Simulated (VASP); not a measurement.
Input of a VASP 6.6.1 run:

The input INCAR:

```
SYSTEM = Ti3Al
PREC = Accurate
ENCUT = 520
EDIFF = 1E-6
ISMEAR = 0
SIGMA = 0.15
LREAL = .False.
LASPH = .True.
NELM = 100
ALGO = Fast
ISIF = 2
LWAVE = .False.
LCHARG = .False.
GGA = CA
NBANDS = 49
```

The input KPOINTS:

```
regular mesh
0
Gamma
  15 15 3
  0 0 0
```

The input POSCAR:

```
Ti3Al
1.0
   -2.8609562337      0.0000000000      0.0000000000
   -1.4304781169     -2.4776607775      0.0000000000
    0.0000000000      0.0000000000     18.1041752298
Ti Al
6 2
Direct
    0.6666666667      0.6666666667      0.5000000000
    0.6666666667      0.6666666667      0.0000000000
    0.3333333333      0.3333333333      0.3757682869
    0.3333333333      0.3333333333      0.8757682869
    0.3333333333      0.3333333333      0.1242317131
    0.3333333333      0.3333333333      0.6242317131
    0.6666666667      0.6666666667      0.2500000000
    0.6666666667      0.6666666667      0.7500000000
```

Potentials or basis: VASP PAW LDA potentials, release 64 (Ti_sv, Al).

Run with:

```sh
$ cat potpaw_LDA.64/Ti_sv/POTCAR potpaw_LDA.64/Al/POTCAR > POTCAR
$ mpirun -np 1 vasp_std > vasp.out
```

Problem. Estimate the largest force.

Solution. 0.009 eV/Å.

Problem. Predict the band gap on the k mesh.

Solution. Zero (band 39 reaches 9.28 eV, above the bottom of band 40 at 7.74 eV).

Problem. Estimate the pressure.

Solution. -0.1 GPa.

Stress tensor (GPa, compression positive):
```
-0.09  0.00  0.00
 0.00 -0.09  0.00
 0.00  0.00  0.00
```
